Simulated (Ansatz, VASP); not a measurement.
## One calculation of Ga3Sb, two programs

```xyz
4
Lattice="-2.2857 2.2857 4.2203 2.2857 -2.2857 4.2203 2.2857 2.2857 -4.2203" Properties=species:S:1:pos:R:3 pbc="T T T"
Ga    0.0000    2.2857    2.1102
Ga    2.2857    0.0000    2.1102
Ga    0.0000    0.0000    4.2203
Sb    0.0000    0.0000    0.0000
```

Alike in both runs: task single point; functional PBE; k mesh 10 × 10 × 10; occupations gaussian, width 0.15 eV; no spin polarisation.

|  | VASP | Ansatz |
| --- | --- | --- |
| version | VASP 6.6.1 | Ansatz 0.2.0 |
| potentials or method | VASP PAW PBE potentials, release 64 (Ga_d, Sb), cutoff 520 eV | scalar-relativistic, plane waves, PAW |
| valence electrons in the cell | 44 | 54 |

|  | VASP | Ansatz | Ansatz less VASP |
| --- | --- | --- | --- |
| gap on the k mesh at the Fermi level (eV) | none | none | - |
| pressure (GPa) | 0.0 | 0.0 | -0.03 |
| traceless stress, the component that is largest in VASP (GPa) | -0.22 | -0.23 | -0.006 |

A gap of «none» marks a metal or a gap that the smearing closes. With one functional, cell and mesh, what is left measures potentials, basis and numerics. VASP's potentials hold 44 valence electrons a cell and Ansatz's 54, so a difference there can come from the potentials and not from the codes.

Spin-orbit coupling is off throughout.
